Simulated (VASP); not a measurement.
# Ir3Rh (Pm-3m) in VASP: single point with LDA

Aim: the single point of Ir3Rh with LDA.

Program: VASP 6.6.1. These are calculated values, not measurements. Logs are shortened: lines on timing, memory, paths and dates and some standing lists are left out, and cuts for length are marked.

## Step 1: The cell of the first run

The structure is cubic, space group Pm-3m (No. 221). Conventional cell: a = 3.840 Å, b = 3.840 Å, c = 3.840 Å, α = 90.00°, β = 90.00°, γ = 90.00°. Ir (site symmetry 4/mmm) has 8 Ir at 2.72 Å and 4 Rh at 2.72 Å within 3.6 Å. Within 3.6 Å of Rh (site symmetry m-3m) lie 12 Ir at 2.72 Å.

## Step 2: Single point, LDA

Contents of INCAR:

```
SYSTEM = Ir3Rh
  ALGO = Normal
  EDIFF = 1E-6
  ENCUT = 520
  GGA = CA
  ISIF = 2
  ISMEAR = 0
  LASPH = .TRUE.
  LCHARG = .TRUE.
  LELF = .TRUE.
  LREAL = .FALSE.
  LVHAR = .TRUE.
  LWAVE = .FALSE.
  NBANDS = 29
  NELM = 100
  PREC = Accurate
  SIGMA = 0.1
```

Contents of KPOINTS:

```
k-points
0
G
  4 4 4
  0 0 0
```

Contents of POSCAR:

```
Ir3Rh
1.0
    3.8403358500      0.0000000000      0.0000000000
    0.0000000000      3.8403358500      0.0000000000
    0.0000000000      0.0000000000      3.8403358500
Ir Rh
3 1
Direct
    0.5000000000      0.0000000000      0.5000000000
    0.0000000000      0.5000000000      0.5000000000
    0.5000000000      0.5000000000      0.0000000000
    0.0000000000      0.0000000000      0.0000000000
```

Potentials or basis: VASP PAW LDA potentials, release 64 (Ir, Rh_pv).

Run with:

```bash
> cat potpaw_LDA.64/Ir/POTCAR potpaw_LDA.64/Rh_pv/POTCAR > POTCAR
> mpirun -np 1 vasp_std > vasp.out
```

OUTCAR:

```text
SYSTEM = Ir3Rh
   EDIFF = 1E-6
   ENCUT = 520
   GGA = CA
   ISIF = 2
   ISMEAR = 0
   LASPH = .TRUE.
   LREAL = .FALSE.
   NELM = 100
   PREC = Accurate

 ion  position               nearest neighbor table
   1  0.500  0.000  0.500-   2 2.72   3 2.72   4 2.72   3 2.72   4 2.72   2 2.72   3 2.72   3 2.72
                             2 2.72   4 2.72   4 2.72   2 2.72
   2  0.000  0.500  0.500-   1 2.72   3 2.72   4 2.72   3 2.72   4 2.72   1 2.72   4 2.72   4 2.72
                             1 2.72   3 2.72   3 2.72   1 2.72
   3  0.500  0.500  0.000-   1 2.72   2 2.72   4 2.72   1 2.72   2 2.72   1 2.72   4 2.72   1 2.72
                             2 2.72   4 2.72   2 2.72   4 2.72
   4  0.000  0.000  0.000-   1 2.72   2 2.72   3 2.72   1 2.72   2 2.72   2 2.72   3 2.72   2 2.72
                             1 2.72   3 2.72   1 2.72   3 2.72

  LATTYP: Found a simple cubic cell.
 ALAT       =     3.8403358500

  Lattice vectors:

 A1 = (   3.8403358500,   0.0000000000,   0.0000000000)
 A2 = (   0.0000000000,   3.8403358500,   0.0000000000)
 A3 = (   0.0000000000,   0.0000000000,   3.8403358500)

Analysis of symmetry for initial positions (statically):
=====================================================================
 Subroutine PRICEL returns:
 Original cell was already a primitive cell.

 Routine SETGRP: Setting up the symmetry group for a
 simple cubic supercell.

 Subroutine GETGRP returns: Found 48 space group operations
 (whereof 48 operations were pure point group operations)
 out of a pool of 48 trial point group operations.

The static configuration has the point symmetry O_h .

Analysis of symmetry for dynamics (positions and initial velocities):
=====================================================================
 Subroutine PRICEL returns:
 Original cell was already a primitive cell.

 Routine SETGRP: Setting up the symmetry group for a
 simple cubic supercell.

 Subroutine GETGRP returns: Found 48 space group operations
 (whereof 48 operations were pure point group operations)
 out of a pool of 48 trial point group operations.

The dynamic configuration has the point symmetry O_h .

 Subroutine INISYM returns: Found 48 space group operations
 (whereof 48 operations are pure point group operations),
 and found     1 'primitive' translations

----------------------------------------------------------------------------------------

                                     Primitive cell

[... 78 lines left out ...]
   NELM   =    100;   NELMIN=  2; NELMDL= -5     # of ELM steps
   EDIFF  = 0.1E-05   stopping-criterion for ELM
   LREAL  =      F    real-space projection
   EDIFFG = 0.1E-04   stopping-criterion for IOM
   NSW    =      0    number of steps for IOM
   IBRION =     -1    ionic relax: 0-MD 1-quasi-New 2-CG
   NFREE  =      0    steps in history (QN), initial steepest desc. (CG)
   ISIF   =      2    stress and relaxation
   ISYM   =      2    0-nonsym 1-usesym 2-fastsym
   POTIM  = 0.5000    time-step for ionic-motion
   TEBEG  =    0.0;   TEEND  =   0.0 temperature during run
   PSTRESS=    0.0 pullay stress
   NELECT =      42.0000    total number of electrons
   NUPDOWN=      -1.0000    fix difference up-down
   EMIN   =  10.00;   EMAX   =-10.00  energy-range for DOS
   EFERMI =   0.00;   METHOD = LEGACY
   ISMEAR =     0;   SIGMA  =   0.10  broadening in eV -4-tet -1-fermi 0-gaus
   EFERMI_NEDOS =   21; number of points for ismear=-14 and -15
   IALGO  =     38    algorithm
   IMIX   =      4    mixing-type and parameters
     AMIX     =   0.40;   BMIX     =  1.00
     AMIX_MAG =   1.60;   BMIX_MAG =  1.00
  volume/ion in A,a.u.               =      14.16        95.55
  Fermi-wavevector in a.u.,A,eV,Ry     =   1.481797  2.800190 29.874618  2.195722
  Thomas-Fermi vector in A             =   2.595663
   LORBIT       =      0    0 simple, 1 ext, 2 COOP (PROOUT), +10 PAW based schemes
   GGA     = CA    functional components
   LHFCALC =     F    Hartree Fock is set to
   AEXX    =    0.0000 exact exchange contribution
   IVDW    =     0    specifies the selected vdW correction
   LEPSILON=     F    determine dielectric tensor
   LRPA    =     F    only Hartree local field effects (RPA)
 non-spin polarized calculation
 Gauss-broadening in eV      SIGMA  =   0.10
  energy-cutoff  :      520.00
  volume of cell :       56.64
 maximum number of plane-waves:      1568
 NGX is ok and might be reduce to    30
   NGX = 15   NGY = 15   NGZ = 15

 number of electron      42.0000011 magnetization

 Free energy of the ion-electron system (eV)
  ---------------------------------------------------
  ext. energy  EPLUGINS =         0.00000000
  ---------------------------------------------------
  free energy    TOTEN  =       -39.29998116 eV

  energy without entropy =      -39.25352144  energy(sigma->0) =      -39.27675130

 E-fermi :  10.5636     XC(G=0): -14.1494

 val. band max:       10.5578553903   @ k =   0.2500   0.2500   0.0000
 cond. band min:      10.6127566233   @ k =   0.5000   0.2500   0.2500
 fundamental gap:      0.0549012329
 Fermi energy:        10.5636237491

 k-point     1 :       0.0000    0.0000    0.0000
  band No.  band energies     occupation
      1     -36.2849      2.00000
      2     -36.2849      2.00000
      3     -36.2849      2.00000
      4       0.1378      2.00000
      5       2.9772      2.00000
      6       3.1506      2.00000
[... 309 lines left out ...]
     28      17.5068      0.00000
     29      17.5068      0.00000

------------------------ aborting loop because EDIFF is reached ----------------------------------------

  FORCE on cell =-STRESS in cart. coord.  units (eV):
  Direction    XX          YY          ZZ          XY          YZ          ZX
  --------------------------------------------------------------------------------------
  -------------------------------------------------------------------------------------
  Total       -3.1396683     -3.1396683     -3.1396683     -0.0000000     -0.0000000      0.0000000
  in kB      -88.8150845    -88.8150845    -88.8150845     -0.0000000     -0.0000000      0.0000000
  external PRESSURE =     -88.8150845 kB  Pullay stress =       0.0000000 kB

 VOLUME and BASIS-vectors are now :
 -----------------------------------------------------------------------------
  energy-cutoff  :      520.00
  volume of cell :       56.64
      direct lattice vectors                 reciprocal lattice vectors
     3.840335850  0.000000000  0.000000000     0.260393892  0.000000000  0.000000000
     0.000000000  3.840335850  0.000000000     0.000000000  0.260393892  0.000000000
     0.000000000  0.000000000  3.840335850     0.000000000  0.000000000  0.260393892

 POSITION                                       TOTAL-FORCE (eV/Angst)
 -----------------------------------------------------------------------------------
      1.92017      0.00000      1.92017         0.000000      0.000000      0.000000
      0.00000      1.92017      1.92017         0.000000      0.000000      0.000000
      1.92017      1.92017      0.00000         0.000000      0.000000      0.000000
      0.00000      0.00000      0.00000         0.000000      0.000000      0.000000
 -----------------------------------------------------------------------------------
    total drift:                                0.000000      0.000000     -0.000000

  FREE ENERGIE OF THE ION-ELECTRON SYSTEM (eV)
  ---------------------------------------------------
  free  energy   TOTEN  =       -39.2999811619 eV

  energy  without entropy=      -39.2535214408  energy(sigma->0) =      -39.27675130
```

stdout:

```text
POSCAR found type information on POSCAR IrRh
 POSCAR found :  2 types and       4 ions
 scaLAPACK will be used
 LDA part: xc-table for (Slater(with rela. corr.)+CA(PZ))
 , standard interpolation
 POSCAR, INCAR and KPOINTS ok, starting setup
 FFT: planning ... GRIDC
 FFT: planning ... GRID_SOFT
 FFT: planning ... GRID
 WAVECAR not read
 entering main loop
```

Run time: 26 s. Hardware: 1 thread of Intel Xeon 8259CL, shared host; peak memory 0.15 GiB.

Results:

* Free energy: -39.3000 eV
* Pressure: -8.9 GPa
* Band gap on the k mesh: zero (band 21 reaches 11.55 eV, above the bottom of band 22 at 9.22 eV)

Caveat: the k points lie up to 0.41 Å⁻¹ apart; spin-orbit coupling is left out, which moves the levels of the heavy elements.
